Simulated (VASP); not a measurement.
Set up this calculation in VASP 6.6.1, as the native input.

```
Task                   : single point
Functional             : PBEsol
Potentials or basis    : VASP PAW PBE potentials, release 64 (Pb_d, S)
Cutoff                 : 520 eV
k mesh                 : 12 × 12 × 12
Occupations            : gaussian, width 0.1 eV
Spin                   : no spin polarisation
Dipole correction      : no
Further INCAR settings : ALGO = Normal; EDIFF = 1e-06; NBANDS = 17
```

The structure of PbS lies in POSCAR:

```
PbS
1.0
    4.0139973825      0.0000000000      0.0000000000
   -2.0069986912      3.4762237040      0.0000000000
    0.0000000000      0.0000000000      3.4907580088
Pb S
1 1
Direct
    0.0000000000      0.0000000000      0.0000000000
    0.6666666700      0.3333333300      0.5000000000
```

This cell differs from its parent crystal: strained.

The input as run:

INCAR

```
PREC = Accurate
ENCUT = 520
EDIFF = 1E-6
ISMEAR = 0
SIGMA = 0.1
LREAL = False
LASPH = True
NELM = 100
ALGO = Normal
ISIF = 2
LWAVE = False
LCHARG = False
GGA = PS
NBANDS = 17
```

KPOINTS

```
regular mesh
0
Gamma
  12 12 12
```

Potentials or basis: VASP PAW PBE potentials, release 64 (Pb_d, S).

Command:

```console
$ cat potpaw_PBE.64/Pb_d/POTCAR potpaw_PBE.64/S/POTCAR > POTCAR
$ mpirun -np 1 vasp_std > vasp.out
```

Results of the run:

```yaml
Pressure: 5.0 GPa
Band_gap_on_the_k_mesh: zero (bands 10 and 11 overlap by 1.07 eV)
```

Caveat: the cell differs from its parent crystal (strained); the stress differs along the axes, from 3 to 10 GPa; the PAW data sets were made with another functional, which shifts forces and pressure a little; spin-orbit coupling is left out, which moves the levels of the heavy elements.

It took 120 s on 1 thread of AMD EPYC 7R13 (shared host), peak memory 0.21 GiB.
